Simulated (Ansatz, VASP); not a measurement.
Br: VASP beside Ansatz

File INCAR:

```
PREC     = Accurate       # precision mode
ENCUT    = 520            # plane-wave cutoff, eV
EDIFF    = 1E-8           # SCF threshold, eV
ISMEAR   = -1             # smearing method
SIGMA    = 0.05           # smearing width, eV
LREAL    = False          # projectors in reciprocal space
LASPH    = True           # aspherical terms in the spheres
NELM     = 60             # most SCF steps
ALGO     = Normal         # electronic algorithm
ISIF     = 2              # what is computed and relaxed
LWAVE    = False          # write WAVECAR
LCHARG   = False          # write CHGCAR
GGA      = PE             # functional
LEFG     = True         
NBANDS   = 14             # bands
```

Contents of KPOINTS:

```
Automatic mesh
0
Gamma
  14 14 14
```

File POSCAR:

```
Br
1.0
    0.0000000000      3.5007489382      3.5007489382
    3.5007489382      0.0000000000      3.5007489382
    3.5007489382      3.5007489382      0.0000000000
Br
2
Direct
    0.0000000000      0.0000000000      0.0000000000
    0.2500000000      0.2500000000      0.2500000000
```

Input for Ansatz:

```yaml
crystal:
  lattice:
    - [0.0, 3.5007489382, 3.5007489382]
    - [3.5007489382, 0.0, 3.5007489382]
    - [3.5007489382, 3.5007489382, 0.0]
  atoms:
    - { symbol: Br, position: [0.0, 0.0, 0.0] }
    - { symbol: Br, position: [0.25, 0.25, 0.25] }
kpoints:
  mp_grid: { grid: [14, 14, 14] }
  band_path:
    path:
      - [0.0, 0.0, 0.0]
      - [0.5, 0.0, 0.5]
      - [0.625, 0.25, 0.625]
      - [0.375, 0.375, 0.75]
      - [0.0, 0.0, 0.0]
      - [0.5, 0.5, 0.5]
      - [0.5, 0.25, 0.75]
      - [0.5, 0.0, 0.5]
    npoints: 8
scf:
  occupations: { method: fermi_dirac, width: 0.05 }
hamiltonian:
  xc: pbe
  pseudopotentials: { kind: all_electron, datasets: crystal }
output:
  forces: true
  stress: true
  eigenvalues: true
  efg: { contact_densities: true }
```

Alike in both runs: task electric field gradients; functional PBE; k mesh 14 × 14 × 14; occupations fermi-dirac, width 0.05 eV; no spin polarisation.

|  | VASP | Ansatz |
| --- | --- | --- |
| version | VASP 6.6.1 | Ansatz 0.2.0 |
| potentials or method | VASP PAW PBE potentials, release 64 (Br), cutoff 520 eV | all-electron PAW with datasets made for the crystal, scalar-relativistic |

|  | VASP | Ansatz | Ansatz less VASP |
| --- | --- | --- | --- |
| pressure (GPa) | 0.0 | 0.0 | 0.00 |

Ansatz ran all-electron here, and VASP with PAW potentials.
